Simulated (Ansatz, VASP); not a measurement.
**One calculation of TiO2, two programs**

```
Ti O
1.0
    -1.89960    1.89960    4.84886
     1.89960   -1.89960    4.84886
     1.89960    1.89960   -4.84886
Ti O
2 4
Direct
  0.00000 0.00000 0.00000
  0.75000 0.25000 0.50000
  0.95648 0.45648 0.50000
  0.20648 0.20648 0.00000
  0.54352 0.04352 0.50000
  0.79352 0.79352 0.00000
```

Alike in both runs: functional PBE; k mesh 10 × 10 × 10; occupations gaussian, width 0.02 eV; no spin polarisation.

Ansatz relaxed the structure, and its values are those at the end. VASP's run is a single point on that final structure, the one shown.

```csv
,VASP,Ansatz
version,VASP 6.6.1,Ansatz 0.2.0
potentials or method,"VASP PAW PBE potentials, release 64 (Ti_sv, O), cutoff 520 eV","scalar-relativistic, plane waves, PAW"
valence electrons in the cell,48,48
```

Ansatz gave:

```
gap on the k mesh at the Fermi level (eV) : 2.14
least direct gap on the mesh (eV)         : 2.43
pressure (GPa)                            : 0.0
rms of the force components (eV/Å)        : 0.001
```

Estimate VASP's values.

gap on the k mesh at the Fermi level (eV): 2.11; least direct gap on the mesh (eV): 2.41; pressure (GPa): 0.7; rms of the force components (eV/Å): 0.009.
